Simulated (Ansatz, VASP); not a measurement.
# One calculation of KCl, two programs

The input INCAR:

```
PREC     = Accurate       # precision mode
ENCUT    = 520            # plane-wave cutoff, eV
EDIFF    = 1E-8           # SCF threshold, eV
ISMEAR   = -1             # smearing method
SIGMA    = 0.03           # smearing width, eV
LREAL    = False          # projectors in reciprocal space
LASPH    = True           # aspherical terms in the spheres
NELM     = 80             # most SCF steps
ALGO     = Normal         # electronic algorithm
ISIF     = 2              # what is computed and relaxed
LWAVE    = False          # write WAVECAR
LCHARG   = False          # write CHGCAR
GGA      = PS             # functional
LEFG     = True         
NBANDS   = 15             # bands
```

File KPOINTS:

```
Automatic mesh
0
Gamma
  7 7 7
```

Contents of POSCAR:

```
KCl
1.0
    0.0000000000      3.1455444028      3.1455444028
    3.1455444028      0.0000000000      3.1455444028
    3.1455444028      3.1455444028      0.0000000000
K Cl
1 1
Direct
    0.0000000000      0.0000000000      0.0000000000
    0.5000000000      0.5000000000      0.5000000000
```

Input for Ansatz:

```yaml
crystal:
  lattice:
    - [0.0, 3.1455444028, 3.1455444028]
    - [3.1455444028, 0.0, 3.1455444028]
    - [3.1455444028, 3.1455444028, 0.0]
  atoms:
    - { symbol: K, position: [0.0, 0.0, 0.0] }
    - { symbol: Cl, position: [0.5, 0.5, 0.5] }
kpoints:
  mp_grid: { grid: [7, 7, 7] }
scf:
  occupations: { method: fermi_dirac, width: 0.03 }
hamiltonian:
  xc: pbesol
  pseudopotentials: { kind: all_electron, datasets: crystal }
output:
  forces: true
  stress: true
  eigenvalues: true
  efg: { contact_densities: true }
```

Change from the starting cell: volume scaled by 0.99, crystal datasets.

Alike in both runs: task electric field gradients; functional PBEsol; k mesh 7 × 7 × 7; occupations fermi-dirac, width 0.03 eV; no spin polarisation.

```csv
,VASP,Ansatz
version,VASP 6.6.1,Ansatz 0.2.0
potentials or method,"VASP PAW PBE potentials, release 64 (K_sv, Cl), cutoff 520 eV","all-electron PAW with datasets made for the crystal, scalar-relativistic"
```

```csv
,VASP,Ansatz,Ansatz less VASP
gap on the k mesh at the Fermi level (eV),5.03,5.03,+0.004
pressure (GPa),-0.4,-0.4,-0.04
```

VASP's potentials were made for PBE, not for PBEsol. Ansatz ran all-electron here, and VASP with PAW potentials.
